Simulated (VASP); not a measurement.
A run of VASP 6.6.1:

INCAR

```
SYSTEM = CoSi2
PREC = Accurate
ENCUT = 520
EDIFF = 1E-6
ISMEAR = -1
SIGMA = 0.05
LREAL = .FALSE.
LASPH = .TRUE.
NELM = 150
ALGO = Normal
ISIF = 2
LWAVE = .FALSE.
LCHARG = .TRUE.
ISPIN = 2
MAGMOM = 2 0 0
LORBIT = 11
LMAXMIX = 4
GGA = RE
LELF = .TRUE.
LVHAR = .TRUE.
NBANDS = 20
```

KPOINTS

```
Automatic mesh
0
G
  9 9 9
  0 0 0
```

File POSCAR:

```
CoSi2
1.0
    0.0000000000      2.6780000000      2.6780000000
    2.6780000000      0.0000000000      2.6780000000
    2.6780000000      2.6780000000      0.0000000000
Co Si
1 2
Direct
    0.0000000000      0.0000000000      0.0000000000
    0.7500000000      0.7500000000      0.7500000000
    0.2500000000      0.2500000000      0.2500000000
```

Potentials or basis: VASP PAW PBE potentials, release 64 (Co, Si).

Launch:

```sh
$ cat potpaw_PBE.64/Co/POTCAR potpaw_PBE.64/Si/POTCAR > POTCAR
$ mpirun -np 1 vasp_std > vasp.out
```

Hardware: 1 thread of Intel Xeon 6975P-C (shared host).

Estimate the wall time of this run.

Wall time 57 s on 1 thread of Intel Xeon 6975P-C, with other jobs on the host, peak memory 0.2 GiB. Counts: scf iterations 16, k points 35.
